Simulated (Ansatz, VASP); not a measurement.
# GaP in VASP and in Ansatz

File INCAR:

```
  ALGO = Normal
  EDIFF = 1E-6
  EDIFFG = -0.01
  ENCUT = 600
  GGA = PE
  IBRION = 2
  ISIF = 3
  ISMEAR = 0
  LASPH = T
  LCHARG = F
  LREAL = F
  LWAVE = F
  NELM = 80
  NSW = 100
  PREC = Accurate
  SIGMA = 0.1
```

Contents of KPOINTS:

```
k-points
0
Gamma
  12 12 8
```

Contents of POSCAR:

```
GaP
1.0
    4.4549913337      0.0000000000      0.0000000000
   -2.2274956668      3.8581356686      0.0000000000
    0.0000000000      0.0000000000      5.7657968659
Ga P
2 2
Direct
    0.3333333333      0.6666666667      0.5000000000
    0.6666666667      0.3333333333      0.5000000000
    0.0000000000      0.0000000000      0.3026802344
    0.0000000000      0.0000000000      0.6973197656
```

Input for Ansatz:

```yaml
crystal:
  lattice:
    - [4.4549913337, 0.0, 0.0]
    - [-2.2274956668, 3.8581356686, 0.0]
    - [0.0, 0.0, 5.7657968659]
  atoms:
    - { symbol: Ga, position: [0.3333333333, 0.6666666667, 0.5] }
    - { symbol: Ga, position: [0.6666666667, 0.3333333333, 0.5] }
    - { symbol: P, position: [0.0, 0.0, 0.3026802344] }
    - { symbol: P, position: [0.0, 0.0, 0.6973197656] }
basis:
  ecutwfc: 420
kpoints:
  mp_grid: { grid: [12, 12, 8] }
hamiltonian:
  xc: pbe
scf:
  occupations: { method: gaussian, width: 0.1 }
output:
  forces: true
  stress: true
  eigenvalues: true
  write_density: true
  write_potential: true
  elf: true
  volumetric_format: npy
relax:
  adjacent_minimum: "off"
  f_tol: 0.01
  max_steps: 80
  cell: { stress_tol: 0.05 }
```

Alike in both runs: task relaxation of cell and atoms; functional PBE; k mesh 12 × 12 × 8; occupations gaussian, width 0.1 eV; no spin polarisation.

|  | VASP | Ansatz |
| --- | --- | --- |
| version | VASP 6.6.1 | Ansatz 0.2.0 |
| potentials or method | VASP PAW PBE potentials, release 64 (Ga_d, P), cutoff 600 eV | scalar-relativistic, plane waves, PAW |
| valence electrons in the cell | 36 | 36 |

Ansatz gave:

```
gap on the k mesh at the Fermi level, each at its own relaxed structure (eV) : none
relaxed volume (Å³/atom)                                                     : 25.88
relaxed length of the cell vector where the two differ most in proportion (Å)              : 5.752
```

Problem. Estimate VASP's values.

Solution. gap on the k mesh at the Fermi level, each at its own relaxed structure (eV): none; relaxed volume (Å³/atom): 25.57; relaxed length of the cell vector where the two differ most in proportion (Å): 5.680.

A gap of «none» marks a metal or a gap that the smearing closes.
